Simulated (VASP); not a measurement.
# WC (P-6m2) in VASP: single point with PBEsol

Aim: the single point of WC with PBEsol.

Program: VASP 6.6.1. These are calculated values, not measurements. Logs are shortened: lines on timing, memory, paths and dates and some standing lists are left out, and cuts for length are marked.

## (1) The cell of the first run

Symmetry: P-6m2, No. 187, hexagonal system. Conventional cell: a = 2.899 Å, b = 2.899 Å, c = 2.827 Å, α = 90.00°, β = 90.00°, γ = 120.00°. W (site symmetry -6m2) has 6 C at 2.19 Å and 8 W at 2.83 to 2.90 Å within 2.9 Å. Within 2.9 Å of C (site symmetry -6m2) lie 6 W at 2.19 Å and 8 C at 2.83 to 2.90 Å.

## (2) Single point, PBEsol

INCAR reads:

```
SYSTEM = WC
PREC = Accurate
ENCUT = 520
EDIFF = 1E-7
ISMEAR = 0
SIGMA = 0.2
LREAL = .FALSE.
LASPH = .TRUE.
NELM = 80
ALGO = Normal
ISIF = 2
LWAVE = .FALSE.
LCHARG = .TRUE.
GGA = PS
LELF = .TRUE.
LVHAR = .TRUE.
NBANDS = 16
```

KPOINTS reads:

```
regular mesh
0
G
  30 30 26
  0 0 0
```

POSCAR reads:

```
WC
1.0
    2.8990127357      0.0000000000      0.0000000000
   -1.4495063678      2.5106186750      0.0000000000
    0.0000000000      0.0000000000      2.8268977312
W C
1 1
Direct
    0.0000000000      0.0000000000      0.0000000000
    0.3333333333      0.6666666667      0.5000000000
```

Potentials or basis: VASP PAW PBE potentials, release 64 (W_sv, C).

Command:

```
cat potpaw_PBE.64/W_sv/POTCAR potpaw_PBE.64/C/POTCAR > POTCAR
mpirun -np 1 vasp_std > vasp.out
```

OUTCAR:

```text
SYSTEM = WC
   PREC = Accurate
   ENCUT = 520
   EDIFF = 1E-7
   ISMEAR = 0
   LREAL = .FALSE.
   LASPH = .TRUE.
   NELM = 80
   ISIF = 2
   GGA = PS

 ion  position               nearest neighbor table
   1  0.000  0.000  0.000-   2 2.19   2 2.19   2 2.19   2 2.19   2 2.19   2 2.19
   2  0.333  0.667  0.500-   1 2.19   1 2.19   1 2.19   1 2.19   1 2.19   1 2.19

  LATTYP: Found a hexagonal cell.
 ALAT       =     2.8990127357
 C/A-ratio  =     0.9751242885

  Lattice vectors:

 A1 = (   2.8990127357,   0.0000000000,   0.0000000000)
 A2 = (  -1.4495063678,   2.5106186750,   0.0000000000)
 A3 = (   0.0000000000,   0.0000000000,   2.8268977312)

Analysis of symmetry for initial positions (statically):
=====================================================================
 Subroutine PRICEL returns:
 Original cell was already a primitive cell.

 Routine SETGRP: Setting up the symmetry group for a
 hexagonal supercell.

 Subroutine GETGRP returns: Found 12 space group operations
 (whereof 12 operations were pure point group operations)
 out of a pool of 24 trial point group operations.

The static configuration has the point symmetry D_3h.

Analysis of symmetry for dynamics (positions and initial velocities):
=====================================================================
 Subroutine PRICEL returns:
 Original cell was already a primitive cell.

 Routine SETGRP: Setting up the symmetry group for a
 hexagonal supercell.

 Subroutine GETGRP returns: Found 12 space group operations
 (whereof 12 operations were pure point group operations)
 out of a pool of 24 trial point group operations.

The dynamic configuration has the point symmetry D_3h.

 Subroutine INISYM returns: Found 12 space group operations
 (whereof 12 operations are pure point group operations),
 and found     1 'primitive' translations

----------------------------------------------------------------------------------------

                                     Primitive cell

  volume of cell :      20.5751

  direct lattice vectors                    reciprocal lattice vectors
     2.899012736  0.000000000  0.000000000     0.344945018  0.199154099  0.000000000
    -1.449506368  2.510618675  0.000000000     0.000000000  0.398308198  0.000000000
     0.000000000  0.000000000  2.826897731     0.000000000  0.000000000  0.353744668

  length of vectors
     2.899012736  2.899012736  2.826897731     0.398308198  0.398308198  0.353744668

  position of ions in fractional coordinates (direct lattice)
     0.000000000  0.000000000  0.000000000
[... 75 lines left out ...]
   LASPH  =      T    aspherical Exc in radial PAW
   ENCUT  =  520.0 eV  38.22 Ry    6.18 a.u.   5.39  5.39  5.26*2*pi/ulx,y,z
   NELM   =     80;   NELMIN=  2; NELMDL= -5     # of ELM steps
   EDIFF  = 0.1E-06   stopping-criterion for ELM
   LREAL  =      F    real-space projection
   EDIFFG = 0.1E-05   stopping-criterion for IOM
   NSW    =      0    number of steps for IOM
   IBRION =     -1    ionic relax: 0-MD 1-quasi-New 2-CG
   NFREE  =      0    steps in history (QN), initial steepest desc. (CG)
   ISIF   =      2    stress and relaxation
   ISYM   =      2    0-nonsym 1-usesym 2-fastsym
   POTIM  = 0.5000    time-step for ionic-motion
   TEBEG  =    0.0;   TEEND  =   0.0 temperature during run
   PSTRESS=    0.0 pullay stress
   NELECT =      18.0000    total number of electrons
   NUPDOWN=      -1.0000    fix difference up-down
   EMIN   =  10.00;   EMAX   =-10.00  energy-range for DOS
   EFERMI =   0.00;   METHOD = LEGACY
   ISMEAR =     0;   SIGMA  =   0.20  broadening in eV -4-tet -1-fermi 0-gaus
   EFERMI_NEDOS =   21; number of points for ismear=-14 and -15
   IALGO  =     38    algorithm
   IMIX   =      4    mixing-type and parameters
     AMIX     =   0.40;   BMIX     =  1.00
     AMIX_MAG =   1.60;   BMIX_MAG =  1.00
  volume/ion in A,a.u.               =      10.29        69.42
  Fermi-wavevector in a.u.,A,eV,Ry     =   1.565736  2.958813 33.355101  2.451531
  Thomas-Fermi vector in A             =   2.668168
   LORBIT       =      0    0 simple, 1 ext, 2 COOP (PROOUT), +10 PAW based schemes
   GGA     = PS    functional components
   LHFCALC =     F    Hartree Fock is set to
   AEXX    =    0.0000 exact exchange contribution
   IVDW    =     0    specifies the selected vdW correction
   LEPSILON=     F    determine dielectric tensor
   LRPA    =     F    only Hartree local field effects (RPA)
 non-spin polarized calculation
 Gauss-broadening in eV      SIGMA  =   0.20
  energy-cutoff  :      520.00
  volume of cell :       20.58
 maximum number of plane-waves:       580
 NGX is ok and might be reduce to    24
   NGX = 11   NGY = 11   NGZ = 11

 number of electron      18.0000001 magnetization

 Free energy of the ion-electron system (eV)
  ---------------------------------------------------
  ext. energy  EPLUGINS =         0.00000000
  ---------------------------------------------------
  free energy    TOTEN  =       -23.90259946 eV

  energy without entropy =      -23.89667588  energy(sigma->0) =      -23.89963767

 E-fermi :  11.0601     XC(G=0): -13.9752

 val. band max:       11.0430571318   @ k =   0.1333  -0.0000   0.5000
 cond. band min:      11.0624229633   @ k =   0.4333   0.0333   0.4615
 fundamental gap:      0.0193658315
 Fermi energy:        11.0600562217

 k-point     1 :       0.0000    0.0000    0.0000
  band No.  band energies     occupation
      1     -62.8611      2.00000
      2     -26.8470      2.00000
      3     -26.7423      2.00000
      4     -26.7423      2.00000
      5      -3.4395      2.00000
      6       6.6762      2.00000
[... 433 lines left out ...]
      3     -26.8668      2.00000
      4     -26.7768      2.00000
      5      -1.5981      2.00000
      6       5.1531      2.00000
[... 8 lines left out ...]
     15      25.5208      0.00000
     16      28.8319      0.00000

 [... further k-points ...]
[... 5 lines left out ...]
  --------------------------------------------------------------------------------------
  -------------------------------------------------------------------------------------
  Total        0.1514214      0.1514214      0.1959310      0.0000000     -0.0000000     -0.0000000
  in kB       11.7911709     11.7911709     15.2571299      0.0000000     -0.0000000     -0.0000000
  external PRESSURE =      12.9464906 kB  Pullay stress =       0.0000000 kB

 VOLUME and BASIS-vectors are now :
 -----------------------------------------------------------------------------
  energy-cutoff  :      520.00
  volume of cell :       20.58
      direct lattice vectors                 reciprocal lattice vectors
     2.899012736  0.000000000  0.000000000     0.344945018  0.199154099  0.000000000
    -1.449506368  2.510618675  0.000000000     0.000000000  0.398308198  0.000000000
     0.000000000  0.000000000  2.826897731     0.000000000  0.000000000  0.353744668

 POSITION                                       TOTAL-FORCE (eV/Angst)
 -----------------------------------------------------------------------------------
      0.00000      0.00000      0.00000        -0.000000      0.000000      0.000000
     -0.00000      1.67375      1.41345         0.000000     -0.000000      0.000000
 -----------------------------------------------------------------------------------
    total drift:                               -0.000000      0.000000     -0.000000

  FREE ENERGIE OF THE ION-ELECTRON SYSTEM (eV)
  ---------------------------------------------------
  free  energy   TOTEN  =       -23.9025994625 eV

  energy  without entropy=      -23.8966758751  energy(sigma->0) =      -23.89963767
```

stdout:

```text
POSCAR found type information on POSCAR W C
 POSCAR found :  2 types and       2 ions
 scaLAPACK will be used
 -----------------------------------------------------------------------------
|                                                                             |
|                                                                             |
|     You enforced a specific xc type in the INCAR file but a different       |
|     I HOPE YOU KNOW WHAT YOU ARE DOING!                                     |
|                                                                             |
 -----------------------------------------------------------------------------

 LDA part: xc-table for (Slater+PW92), standard interpolation
 POSCAR, INCAR and KPOINTS ok, starting setup
 FFT: planning ... GRIDC
 FFT: planning ... GRID_SOFT
 FFT: planning ... GRID
 WAVECAR not read
 entering main loop
```

Run time: 3.9 min. Hardware: 1 thread of Intel Xeon Platinum 8375C at 2.90GHz (Ice Lake), shared host; peak memory 0.5 GiB.

What came out:

* Free energy: -23.9026 eV
* Pressure: 1.3 GPa
* Band gap on the k mesh: zero (bands 9 and 10 overlap by 1.37 eV)

Levels at points of the mesh, in eV from the Fermi level:
```
           k point  band 6  band 7  band 8  band 9  band 10  band 11  band 12  band 13
(0.00, 0.00, 0.00)   -4.38   -3.38   -3.38    0.12     3.26     3.26     5.70     5.70
(0.50, 0.00, 0.00)   -7.09   -3.65   -3.63   -0.45     2.36     4.58     4.95     6.92
(0.00, 0.00, 0.50)   -8.73   -2.04   -2.04   -0.61    -0.61     3.74     4.54     4.54
(0.50, 0.00, 0.50)   -6.52   -4.37   -4.20    0.31     4.49     5.39     6.74     9.30
```

Caveat: the PAW data sets were made with another functional, which shifts forces and pressure a little; spin-orbit coupling is left out, which moves the levels of the heavy elements.
